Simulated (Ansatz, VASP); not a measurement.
Ti in VASP and in Ansatz

```xyz
3
Lattice="4.6000 0.0000 0.0000 -2.3000 3.9837 0.0000 0.0000 0.0000 2.8200" Properties=species:S:1:pos:R:3 pbc="T T T"
Ti    0.0000    0.0000    0.0000
Ti    0.0000    2.6558    1.4100
Ti    2.3000    1.3279    1.4100
```

Alike in both runs: task single point; functional PBEsol; k mesh 8 × 8 × 12; no spin polarisation.

|  | VASP | Ansatz |
| --- | --- | --- |
| version | VASP 6.6.1 | Ansatz 0.2.0 |
| potentials or method | VASP PAW PBE potentials, release 64 (Ti_sv), cutoff 520 eV | plane waves, PAW |
| occupations | fermi-dirac, width 0.1 eV | fermi-dirac |
| valence electrons in the cell | 36 | 36 |

|  | VASP | Ansatz | Ansatz less VASP |
| --- | --- | --- | --- |
| pressure (GPa) | -5.0 | -4.8 | +0.18 |
| traceless stress, the component that is largest in VASP (GPa) | 1.11 | 1.12 | +0.001 |

VASP's potentials were made for PBE, not for PBEsol.
